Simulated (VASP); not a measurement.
Write the native input for VASP 6.6.1 that does the following.

- Task: single point
- Functional: PBE
- Potentials or basis: VASP PAW PBE potentials, release 64 (Sb, C)
- Cutoff: 520 eV
- k mesh: 6 × 6 × 4
- Occupations: gaussian, width 0.1 eV
- Spin: no spin polarisation
- Dipole correction: no
- Further INCAR settings: ALGO = Normal; EDIFF = 1e-07; NBANDS = 12

The structure of SbC lies in POSCAR:

```
SbC
1.0
    1.6588157000     -2.4598069800      0.0000000000
    1.6588157000      2.4598069800      0.0000000000
    0.0000000000      0.0000000000      4.7375611500
Sb C
1 1
Direct
    0.0000000000      0.0000000000      0.0000000000
    0.5000000000      0.5000000000      0.5000000000
```

The input as run:

INCAR

```
ALGO = Normal ; EDIFF = 1E-7
ENCUT = 520 ; GGA = PE
ISIF = 2 ; ISMEAR = 0
LASPH = T ; LCHARG = F
LREAL = F ; LWAVE = F
NBANDS = 12 ; NELM = 60
PREC = Accurate ; SIGMA = 0.1
```

KPOINTS

```
k-points
0
Gamma
  6 6 4
```

Potentials or basis: VASP PAW PBE potentials, release 64 (Sb, C).

Run with:

```bash
$ cat potpaw_PBE.64/Sb/POTCAR potpaw_PBE.64/C/POTCAR > POTCAR
$ mpirun -np 1 vasp_std > vasp.out
```

It gave:

```json
{
  "Pressure": "-5.7 GPa"
}
```

Caveat: the k points lie up to 0.38 Å⁻¹ apart.

It took 6.2 s on 1 thread of Intel(R) Xeon(R) 6975P-C (Granite Rapids), on a shared host, peak memory 0.16 GiB.
